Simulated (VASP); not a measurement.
Here is a VASP 6.6.1 calculation.

POSCAR

```
HfO2
1.0
    4.8135330000      0.0000000000      0.0000000000
    0.0000000000      4.8135330000      0.0000000000
    0.0000000000      0.0000000000      3.2054150000
Hf O
2 4
Direct
    0.0000000000      0.0000000000      0.0000000000
    0.5000000000      0.5000000000      0.5000000000
    0.1949550000      0.8050450000      0.5000000000
    0.3050450000      0.3050450000      0.0000000000
    0.6949550000      0.6949550000      0.0000000000
    0.8050450000      0.1949550000      0.5000000000
```

INCAR.step1

```
SYSTEM = HfO2
PREC     = Accurate       ! precision mode
ENCUT    = 520            ! plane-wave cutoff, eV
ISMEAR   = 0              ! smearing method
SIGMA    = 0.01           ! smearing width, eV
LREAL    = .FALSE.        ! projectors in reciprocal space
LASPH    = .TRUE.         ! aspherical terms in the spheres
NELM     = 100            ! most SCF steps
NBANDS   = 31             ! bands
GGA      = PE             ! functional
ALGO     = Normal         ! electronic algorithm
EDIFF    = 1E-4           ! SCF threshold, eV
LWAVE    = .TRUE.         ! write WAVECAR
LCHARG   = .FALSE.        ! write CHGCAR
```

Contents of INCAR.step2:

```
SYSTEM = HfO2
PREC     = Accurate       ! precision mode
ENCUT    = 520            ! plane-wave cutoff, eV
EDIFF    = 1E-6           ! SCF threshold, eV
ISMEAR   = 0              ! smearing method
SIGMA    = 0.01           ! smearing width, eV
LREAL    = .FALSE.        ! projectors in reciprocal space
LASPH    = .TRUE.         ! aspherical terms in the spheres
NELM     = 100            ! most SCF steps
ALGO     = Normal         ! electronic algorithm
ISIF     = 2              ! what is computed and relaxed
LWAVE    = .FALSE.        ! write WAVECAR
LCHARG   = .FALSE.        ! write CHGCAR
METAGGA  = R2SCAN         ! meta-GGA
LMIXTAU  = .TRUE.       
NBANDS   = 31             ! bands
ISTART   = 1
```

File KPOINTS:

```
regular mesh
0
G
  6 6 8
  0 0 0
```

Potentials or basis: VASP PAW PBE potentials, release 64 (Hf_pv, O).

The run is started by

```bash
$ cat potpaw_PBE.64/Hf_pv/POTCAR potpaw_PBE.64/O/POTCAR > POTCAR
$ cp INCAR.step1 INCAR
$ mpirun -np 1 vasp_std > vasp.out
$ cp INCAR.step2 INCAR
$ mpirun -np 1 vasp_std > vasp.out
```

Question: Estimate the pressure.

Answer: 0.3 GPa.

Question: Estimate the band gap on the k mesh.

Answer: 4.53 eV, direct.

Question: Estimate the largest force.

Answer: 0.011 eV/Å.

Forces on the atoms (eV/Å):
```
Hf   0.000  0.000  0.000
Hf   0.000  0.000  0.000
O   -0.008  0.008  0.000
O    0.008  0.008  0.000
O   -0.008 -0.008  0.000
O    0.008 -0.008  0.000
```

Caveat: the PAW data sets were made with another functional, which shifts forces and pressure a little; spin-orbit coupling is left out, which moves the levels of the heavy elements. r2SCAN opens gaps a little over a GGA but as a rule still falls short of measured ones.
